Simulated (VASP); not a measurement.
# Ir (Fm-3m) in VASP: single point with PBEsol

Aim: the single point of Ir with PBEsol.

All numbers are computed with VASP 6.6.1; they aren't measurements. Logs are shortened: lines on timing, memory, paths and dates and some standing lists are left out, and cuts for length are marked.

## 1. The cell of the first run

It takes space group Fm-3m (No. 225, cubic). The conventional cell has a = 3.677 Å, b = 3.677 Å, c = 3.677 Å, α = 90.00°, β = 90.00°, γ = 90.00°. Within 3.4 Å of Ir (site symmetry m-3m) lie 12 Ir at 2.60 Å.

## 2. Single point, PBEsol (Rh replaced by Ir, lengths x 0.996, strained)

Contents of INCAR:

```
PREC = Accurate
ENCUT = 520
EDIFF = 1E-6
ISMEAR = 0
SIGMA = 0.1
LREAL = False
LASPH = True
NELM = 60
ALGO = Fast
ISIF = 2
LWAVE = False
LCHARG = True
GGA = PS
LELF = True
LVHAR = True
NBANDS = 10
```

Contents of KPOINTS:

```
Automatic mesh
0
Gamma
  20 20 20
```

Contents of POSCAR:

```
Ir
1.0
    0.0000000000      1.8385654682      1.8385654682
    1.8385654682      0.0000000000      1.8385654682
    1.8385654682      1.8385654682      0.0000000000
Ir
1
Direct
    0.0000000000      0.0000000000      0.0000000000
```

Potentials or basis: VASP PAW PBE potentials, release 64 (Ir).

Started as:

```bash
$ cat potpaw_PBE.64/Ir/POTCAR > POTCAR
$ mpirun -np 1 vasp_std > vasp.out
```

OUTCAR:

```text
PREC = Accurate
   ENCUT = 520
   EDIFF = 1E-6
   ISMEAR = 0
   LREAL = False
   LASPH = True
   NELM = 60
   ISIF = 2
   GGA = PS

 ion  position               nearest neighbor table
   1  0.000  0.000  0.000-

  LATTYP: Found a face centered cubic cell.
 ALAT       =     3.6771309364

  Lattice vectors:

 A1 = (   0.0000000000,   1.8385654682,   1.8385654682)
 A2 = (   1.8385654682,   0.0000000000,   1.8385654682)
 A3 = (   1.8385654682,   1.8385654682,   0.0000000000)

Analysis of symmetry for initial positions (statically):
=====================================================================
 Subroutine PRICEL returns:
 Original cell was already a primitive cell.

 Routine SETGRP: Setting up the symmetry group for a
 face centered cubic supercell.

 Subroutine GETGRP returns: Found 48 space group operations
 (whereof 48 operations were pure point group operations)
 out of a pool of 48 trial point group operations.

The static configuration has the point symmetry O_h .

Analysis of symmetry for dynamics (positions and initial velocities):
=====================================================================
 Subroutine PRICEL returns:
 Original cell was already a primitive cell.

 Routine SETGRP: Setting up the symmetry group for a
 face centered cubic supercell.

 Subroutine GETGRP returns: Found 48 space group operations
 (whereof 48 operations were pure point group operations)
 out of a pool of 48 trial point group operations.

The dynamic configuration has the point symmetry O_h .

 Subroutine INISYM returns: Found 48 space group operations
 (whereof 48 operations are pure point group operations),
 and found     1 'primitive' translations

----------------------------------------------------------------------------------------

                                     Primitive cell

  volume of cell :      12.4299

  direct lattice vectors                    reciprocal lattice vectors
     0.000000000  1.838565468  1.838565468    -0.271951154  0.271951154  0.271951154
     1.838565468  0.000000000  1.838565468     0.271951154 -0.271951154  0.271951154
     1.838565468  1.838565468  0.000000000     0.271951154  0.271951154 -0.271951154

  length of vectors
     2.600124220  2.600124220  2.600124220     0.471033215  0.471033215  0.471033215

  position of ions in fractional coordinates (direct lattice)
     0.000000000  0.000000000  0.000000000

[... 79 lines left out ...]
   IBRION =     -1    ionic relax: 0-MD 1-quasi-New 2-CG
   NFREE  =      0    steps in history (QN), initial steepest desc. (CG)
   ISIF   =      2    stress and relaxation
   ISYM   =      2    0-nonsym 1-usesym 2-fastsym
   POTIM  = 0.5000    time-step for ionic-motion
   TEBEG  =    0.0;   TEEND  =   0.0 temperature during run
   PSTRESS=    0.0 pullay stress
   NELECT =       9.0000    total number of electrons
   NUPDOWN=      -1.0000    fix difference up-down
   EMIN   =  10.00;   EMAX   =-10.00  energy-range for DOS
   EFERMI =   0.00;   METHOD = LEGACY
   ISMEAR =     0;   SIGMA  =   0.10  broadening in eV -4-tet -1-fermi 0-gaus
   EFERMI_NEDOS =   21; number of points for ismear=-14 and -15
   IALGO  =     68    algorithm
   IMIX   =      4    mixing-type and parameters
     AMIX     =   0.40;   BMIX     =  1.00
     AMIX_MAG =   1.60;   BMIX_MAG =  1.00
  volume/ion in A,a.u.               =      12.43        83.88
  Fermi-wavevector in a.u.,A,eV,Ry     =   1.470054  2.777999 29.402983  2.161058
  Thomas-Fermi vector in A             =   2.585357
   LORBIT       =      0    0 simple, 1 ext, 2 COOP (PROOUT), +10 PAW based schemes
   GGA     = PS    functional components
   LHFCALC =     F    Hartree Fock is set to
   AEXX    =    0.0000 exact exchange contribution
   IVDW    =     0    specifies the selected vdW correction
   LEPSILON=     F    determine dielectric tensor
   LRPA    =     F    only Hartree local field effects (RPA)
 non-spin polarized calculation
 RMM-DIIS sequential band-by-band and
 Gauss-broadening in eV      SIGMA  =   0.10
  energy-cutoff  :      520.00
  volume of cell :       12.43
 maximum number of plane-waves:       343
   NGX =  9   NGY =  9   NGZ =  9

 number of electron       9.0000001 magnetization

 Free energy of the ion-electron system (eV)
  ---------------------------------------------------
  ext. energy  EPLUGINS =         0.00000000
  ---------------------------------------------------
  free energy    TOTEN  =        -9.52230189 eV

  energy without entropy =       -9.52018376  energy(sigma->0) =       -9.52124283

 E-fermi :  12.6071     XC(G=0): -14.8711

 val. band max:       12.6016518182   @ k =   0.3500   0.0000   0.0000
 cond. band min:      12.6116056481   @ k =  -0.4000   0.4500   0.0500
 fundamental gap:      0.0099538299
 Fermi energy:        12.6070699909

 k-point     1 :       0.0000    0.0000    0.0000
  band No.  band energies     occupation
      1       0.0018      2.00000
      2       7.8973      2.00000
      3       7.8973      2.00000
      4       7.8973      2.00000
      5      11.2258      2.00000
      6      11.2258      2.00000
      7      26.6258      0.00000
      8      33.0040      0.00000
      9      33.0040      0.00000
     10      33.0040      0.00000
[... 287 lines left out ...]
 k-point    24 :      -0.3500    0.0500    0.0000
  band No.  band energies     occupation
      1       3.1879      2.00000
      2       7.9544      2.00000
      3       8.0875      2.00000
      4       8.9985      2.00000
      5      12.4466      1.97674
      6      13.4292      0.00000
      7      23.9485      0.00000
      8      27.9798      0.00000
      9      34.7390      0.00000
     10      36.4768      0.00000

 [... further k-points ...]

------------------------ aborting loop because EDIFF is reached ----------------------------------------

  FORCE on cell =-STRESS in cart. coord.  units (eV):
  Direction    XX          YY          ZZ          XY          YZ          ZX
  --------------------------------------------------------------------------------------
  -------------------------------------------------------------------------------------
  Total        5.1429272      5.1429272      5.1429272      0.0000000      0.0000000      0.0000000
  in kB      662.9086216    662.9086216    662.9086216      0.0000000      0.0000000      0.0000000
  external PRESSURE =     662.9086216 kB  Pullay stress =       0.0000000 kB

 VOLUME and BASIS-vectors are now :
 -----------------------------------------------------------------------------
  energy-cutoff  :      520.00
  volume of cell :       12.43
      direct lattice vectors                 reciprocal lattice vectors
     0.000000000  1.838565468  1.838565468    -0.271951154  0.271951154  0.271951154
     1.838565468  0.000000000  1.838565468     0.271951154 -0.271951154  0.271951154
     1.838565468  1.838565468  0.000000000     0.271951154  0.271951154 -0.271951154

 POSITION                                       TOTAL-FORCE (eV/Angst)
 -----------------------------------------------------------------------------------
      0.00000      0.00000      0.00000         0.000000      0.000000      0.000000
 -----------------------------------------------------------------------------------
    total drift:                                0.000000     -0.000000     -0.000000

  FREE ENERGIE OF THE ION-ELECTRON SYSTEM (eV)
  ---------------------------------------------------
  free  energy   TOTEN  =        -9.5223018925 eV

  energy  without entropy=       -9.5201837614  energy(sigma->0) =       -9.52124283
```

Wall time 24 s (1 thread of Intel Xeon Platinum 8488C (Sapphire Rapids), shared host); peak memory 0.15 GiB.

Results:

- Free energy: -9.5223 eV
- Pressure: 66.3 GPa

Caveat: the cell differs from its parent crystal (Rh replaced by Ir, lengths x 0.996, strained); the PAW data sets were made with another functional, which shifts forces and pressure a little; spin-orbit coupling is left out, which moves the levels of the heavy elements.
